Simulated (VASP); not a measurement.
# Li (Fm-3m) in VASP: notebook

The runs below take Li through relaxation of cell and atoms, with LDA.

All numbers are computed with VASP 6.6.1; they aren't measurements. Logs are shortened: lines on timing, memory, paths and dates and some standing lists are left out, and cuts for length are marked.

### Step 1. The cell of the first run

Symmetry: Fm-3m, No. 225, cubic system. Conventional cell: a = 4.124 Å, b = 4.124 Å, c = 4.124 Å, α = 90.00°, β = 90.00°, γ = 90.00°. Within 3.8 Å of Li (site symmetry m-3m) lie 12 Li at 2.92 Å.

### Step 2. Relaxation of cell and atoms, LDA, target pressure 1.3 GPa, at which the enthalpy is minimised

INCAR

```
PREC = Accurate ; ENCUT = 600
EDIFF = 1E-7 ; ISMEAR = -1
SIGMA = 0.05 ; LREAL = F
LASPH = T ; NELM = 100
ALGO = Normal ; ISIF = 3
LWAVE = F ; LCHARG = F
GGA = CA ; IBRION = 2
NSW = 60 ; EDIFFG = -0.005
PSTRESS = 13.0
```

KPOINTS

```
Automatic mesh
0
Gamma
  16 16 16
```

POSCAR

```
Li
1.0
    0.0000000000      2.0621035346      2.0621035346
    2.0621035346      0.0000000000      2.0621035346
    2.0621035346      2.0621035346      0.0000000000
Li
1
Direct
    0.0000000000      0.0000000000      0.0000000000
```

Potentials or basis: VASP PAW LDA potentials, release 64 (Li_sv).

Started as:

```sh
> cat potpaw_LDA.64/Li_sv/POTCAR > POTCAR
> mpirun -np 1 vasp_std > vasp.out
```

OUTCAR:

```text
PREC = Accurate
   ENCUT = 600
   EDIFF = 1E-7
   ISMEAR = -1
   LREAL = F
   LASPH = T
   NELM = 100
   ISIF = 3
   GGA = CA
   IBRION = 2
   NSW = 60
   EDIFFG = -0.005
   PSTRESS = 13.0

 ion  position               nearest neighbor table
   1  0.000  0.000  0.000-

  LATTYP: Found a face centered cubic cell.
 ALAT       =     4.1242070692

  Lattice vectors:

 A1 = (   0.0000000000,   2.0621035346,   2.0621035346)
 A2 = (   2.0621035346,   0.0000000000,   2.0621035346)
 A3 = (   2.0621035346,   2.0621035346,   0.0000000000)

Analysis of symmetry for initial positions (statically):
=====================================================================
 Subroutine PRICEL returns:
 Original cell was already a primitive cell.

 Routine SETGRP: Setting up the symmetry group for a
 face centered cubic supercell.

 Subroutine GETGRP returns: Found 48 space group operations
 (whereof 48 operations were pure point group operations)
 out of a pool of 48 trial point group operations.

The static configuration has the point symmetry O_h .

Analysis of symmetry for dynamics (positions and initial velocities):
=====================================================================
 Subroutine PRICEL returns:
 Original cell was already a primitive cell.

 Routine SETGRP: Setting up the symmetry group for a
 face centered cubic supercell.

 Subroutine GETGRP returns: Found 48 space group operations
 (whereof 48 operations were pure point group operations)
 out of a pool of 48 trial point group operations.

The dynamic configuration has the point symmetry O_h .

 Subroutine INISYM returns: Found 48 space group operations
 (whereof 48 operations are pure point group operations),
 and found     1 'primitive' translations

----------------------------------------------------------------------------------------

                                     Primitive cell

  volume of cell :      17.5372

  direct lattice vectors                    reciprocal lattice vectors
     0.000000000  2.062103535  2.062103535    -0.242470852  0.242470852  0.242470852
     2.062103535  0.000000000  2.062103535     0.242470852 -0.242470852  0.242470852
     2.062103535  2.062103535  0.000000000     0.242470852  0.242470852 -0.242470852

  length of vectors
[... 80 lines left out ...]
   EDIFF  = 0.1E-06   stopping-criterion for ELM
   LREAL  =      F    real-space projection
   EDIFFG = -.5E-02   stopping-criterion for IOM
   NSW    =     60    number of steps for IOM
   IBRION =      2    ionic relax: 0-MD 1-quasi-New 2-CG
   NFREE  =      1    steps in history (QN), initial steepest desc. (CG)
   ISIF   =      3    stress and relaxation
   ISYM   =      2    0-nonsym 1-usesym 2-fastsym
   POTIM  = 0.5000    time-step for ionic-motion
   TEBEG  =    0.0;   TEEND  =   0.0 temperature during run
   PSTRESS=   13.0 pullay stress
   NELECT =       3.0000    total number of electrons
   NUPDOWN=      -1.0000    fix difference up-down
   EMIN   =  10.00;   EMAX   =-10.00  energy-range for DOS
   EFERMI =   0.00;   METHOD = LEGACY
   ISMEAR =    -1;   SIGMA  =   0.05  broadening in eV -4-tet -1-fermi 0-gaus
   EFERMI_NEDOS =   21; number of points for ismear=-14 and -15
   IALGO  =     38    algorithm
   IMIX   =      4    mixing-type and parameters
     AMIX     =   0.40;   BMIX     =  1.00
     AMIX_MAG =   1.60;   BMIX_MAG =  1.00
  volume/ion in A,a.u.               =      17.54       118.35
  Fermi-wavevector in a.u.,A,eV,Ry     =   0.908786  1.717356 11.236934  0.825891
  Thomas-Fermi vector in A             =   2.032753
   LORBIT       =      0    0 simple, 1 ext, 2 COOP (PROOUT), +10 PAW based schemes
   GGA     = CA    functional components
   LHFCALC =     F    Hartree Fock is set to
   AEXX    =    0.0000 exact exchange contribution
   IVDW    =     0    specifies the selected vdW correction
   LEPSILON=     F    determine dielectric tensor
   LRPA    =     F    only Hartree local field effects (RPA)
 conjugate gradient relaxation of ions
 non-spin polarized calculation
  energy-cutoff  :      600.00
  volume of cell :       17.54
 maximum number of plane-waves:       604
   NGX = 11   NGY = 11   NGZ = 11

--------------------------------------- Ionic step        1  -------------------------------------------

 number of electron       3.0000006 magnetization

 Free energy of the ion-electron system (eV)
  ---------------------------------------------------
  ext. energy  EPLUGINS =         0.00000000
  ---------------------------------------------------
  free energy    TOTEN  =        -2.04447249 eV

  energy without entropy =       -2.04102738  energy(sigma->0) =       -2.04274993

------------------------ aborting loop because EDIFF is reached ----------------------------------------

  FORCE on cell =-STRESS in cart. coord.  units (eV):
  Direction    XX          YY          ZZ          XY          YZ          ZX
  --------------------------------------------------------------------------------------
  -------------------------------------------------------------------------------------
  Total        0.1256099      0.1256099      0.1256099      0.0000000     -0.0000000     -0.0000000
  in kB       11.4755406     11.4755406     11.4755406      0.0000000     -0.0000000     -0.0000000
  external PRESSURE =      -1.5244594 kB  Pullay stress =      13.0000000 kB
[... 61 lines left out ...]
--------------------------------------- Ionic step        3  -------------------------------------------

 number of electron       3.0000005 magnetization

 Free energy of the ion-electron system (eV)
  ---------------------------------------------------
  ext. energy  EPLUGINS =         0.00000000
  ---------------------------------------------------
  free energy    TOTEN  =        -2.04338230 eV

  energy without entropy =       -2.03995194  energy(sigma->0) =       -2.04166712

 E-fermi :   1.0419     XC(G=0):  -7.5414

 val. band max:        1.0057365730   @ k =   0.4375   0.3750   0.0625
 cond. band min:       1.1024416712   @ k =   0.4375   0.3125   0.0000
 fundamental gap:      0.0967050982
 Fermi energy:         1.0418951337

 k-point     1 :       0.0000    0.0000    0.0000
  band No.  band energies     occupation
      1     -44.3198      2.00000
      2      -2.6130      2.00000
      3      16.7843      0.00000
      4      16.7843      0.00000
      5      16.7843      0.00000
[... 177 lines left out ...]
 k-point    24 :      -0.0625    0.0625    0.0000
  band No.  band energies     occupation
      1     -44.3163      2.00000
      2      -2.4218      2.00000
      3      15.2262      0.00000
      4      15.5146      0.00000
      5      16.8590      0.00000

 [... further k-points ...]
[... 5 lines left out ...]
  --------------------------------------------------------------------------------------
  -------------------------------------------------------------------------------------
  Total        0.1409981      0.1409981      0.1409981      0.0000000      0.0000000      0.0000000
  in kB       12.9872320     12.9872320     12.9872320      0.0000000      0.0000000      0.0000000
  external PRESSURE =      -0.0127680 kB  Pullay stress =      13.0000000 kB
[... 20 lines left out ...]
  energy  without entropy=       -2.0399519368  energy(sigma->0) =       -2.04166712

  enthalpy is  TOTEN    =        -1.9022455472 eV   P V=        0.1411367530

 reached required accuracy - stopping structural energy minimisation
```

OSZICAR:

```text
N       E                     dE             d eps       ncg     rms          rms(c)
DAV:   1     0.648465231338E+00    0.64847E+00   -0.76676E+02  1470   0.450E+02
[... 19 lines left out ...]
       N       E                     dE             d eps       ncg     rms          rms(c)
DAV:   1    -0.204345586323E+01    0.70785E-03   -0.28195E-03  2050   0.569E-01    0.106E-01
DAV:   2    -0.204341778456E+01    0.38079E-04   -0.31343E-04  1875   0.150E-01    0.684E-02
DAV:   3    -0.204338511131E+01    0.32673E-04   -0.12284E-04  2565   0.711E-02    0.196E-02
DAV:   4    -0.204338220299E+01    0.29083E-05   -0.54224E-06  2240   0.241E-02    0.301E-03
DAV:   5    -0.204338232105E+01   -0.11805E-06   -0.11484E-06  1590   0.101E-02    0.770E-04
DAV:   6    -0.204338230025E+01    0.20797E-07   -0.29165E-08   755   0.216E-03
   3 F= -.19022455E+01 E0= -.19005304E+01  d E =-.695422E-04
```

CONTCAR:

```text
Li
   1.00000000000000
     0.0000000000000000    2.0564861332884026    2.0564861332884026
     2.0564861332884026    0.0000000000000000    2.0564861332884026
     2.0564861332884026    2.0564861332884026   -0.0000000000000000
  Li
     1
Direct
     0.0000000000000000    0.0000000000000000    0.0000000000000000

  0.00000000E+00  0.00000000E+00  0.00000000E+00
```

It took 18 s on 1 thread of AMD EPYC 9R45 (Zen 5), shared host; peak memory 0.09 GiB.

What came out:

```
Free energy                                            : -2.0434 eV
Relaxed volume                                         : 17.39 Å³/atom
Relaxed cell                                           : a = 2.908 Å, b = 2.908 Å, c = 2.908 Å, α = 60.00°, β = 60.00°, γ = 60.00°
Space group after relaxing (to 0.05 Å)                 : Fm-3m (No. 225)
Energy change on relaxing (the enthalpy is what falls) : +1.1 meV/atom
Ionic steps                                            : 3
Pressure after relaxing                                : 1.3 GPa
```

Step by step:
| step | energy change (eV) | largest force (eV/Å) | pressure (GPa) | volume (Å³) |
| --- | --- | --- | --- | --- |
| 1 | 0.0000 | 0.0000 | 1.15 | 17.54 |
| 2 | 0.0003 | 0.0000 | 1.19 | 17.49 |
| 3 | 0.0011 | 0.0000 | 1.30 | 17.39 |

Final structure:
```cif
data_structure
_symmetry_space_group_name_H-M 'P 1'
_symmetry_Int_Tables_number 1
_cell_length_a 2.9083
_cell_length_b 2.9083
_cell_length_c 2.9083
_cell_angle_alpha 60.000
_cell_angle_beta 60.000
_cell_angle_gamma 60.000
_cell_volume 17.39
loop_
_atom_site_label
_atom_site_type_symbol
_atom_site_fract_x
_atom_site_fract_y
_atom_site_fract_z
_atom_site_occupancy
Li1 Li 0.00000 0.00000 0.00000 1
```

Caveat: the cutoff is under 1.25 times the usual one of these potentials, so pressure, stress and relaxed cells hold a basis-set (Pulay) error; the cell is relaxed towards a set pressure, so the enthalpy falls and the energy may rise.

### Step 3. Relaxation of cell and atoms, LDA, target pressure 1.3 GPa, at which the enthalpy is minimised

INCAR

```
ALGO     = Normal         # electronic algorithm
EDIFF    = 1E-7           # SCF threshold, eV
EDIFFG   = -0.005         # ionic threshold
ENCUT    = 600            # plane-wave cutoff, eV
IBRION   = 2              # ionic algorithm
ISIF     = 3              # what is computed and relaxed
ISMEAR   = -1             # smearing method
LASPH    = T              # aspherical terms in the spheres
LCHARG   = F              # write CHGCAR
LREAL    = F              # projectors in reciprocal space
LWAVE    = F              # write WAVECAR
NELM     = 100            # most SCF steps
NSW      = 32             # ionic steps
PREC     = Accurate       # precision mode
PSTRESS  = 13.0         
SIGMA    = 0.05           # smearing width, eV
```

KPOINTS

```
k-points
0
Gamma
  16 16 16
```

POSCAR is that of step 2.

Potentials or basis: VASP PAW LDA potentials, release 64 (Li_sv).

Started as:

```sh
> cat potpaw_LDA.64/Li_sv/POTCAR > POTCAR
> mpirun -np 1 vasp_std > vasp.out
```

It took 16 s on 1 thread of AMD EPYC 9R45 (Zen 5), shared host; peak memory 0.09 GiB.

Results (log left out):

| Quantity | Value |
| --- | --- |
| Free energy | -2.0434 eV |
| Relaxed volume | 17.39 Å³/atom |
| Relaxed cell | a = 2.908 Å, b = 2.908 Å, c = 2.908 Å, α = 60.00°, β = 60.00°, γ = 60.00° |
| Space group after relaxing (to 0.05 Å) | Fm-3m (No. 225) |
| Energy change on relaxing (the enthalpy is what falls) | +1.1 meV/atom |
| Ionic steps | 3 |
| Pressure after relaxing | 1.3 GPa |

The path:
```csv
step,energy change (eV),largest force (eV/Å),pressure (GPa),volume (Å³)
1,0.0000,0.0000,1.15,17.54
2,0.0003,0.0000,1.19,17.49
3,0.0011,0.0000,1.30,17.39
```

Final structure:
```
Li
1.0
     0.00000    2.05649    2.05649
     2.05649    0.00000    2.05649
     2.05649    2.05649    0.00000
Li
1
Direct
  0.00000 0.00000 0.00000
```

Levels at points of the mesh, in eV from the Fermi level:
| k point | band 1 | band 2 | band 3 | band 4 | band 5 |
| --- | --- | --- | --- | --- | --- |
| (0.00, 0.00, 0.00) | -45.36 | -3.65 | 15.74 | 15.74 | 15.74 |
| (0.50, 0.00, 0.00) | -45.33 | -0.08 | 3.53 | 13.84 | 13.84 |
| (0.50, 0.50, 0.00) | -45.31 | 1.62 | 5.37 | 9.23 | 9.23 |

Caveat: the cutoff is under 1.25 times the usual one of these potentials, so pressure, stress and relaxed cells hold a basis-set (Pulay) error; the cell is relaxed towards a set pressure, so the enthalpy falls and the energy may rise.
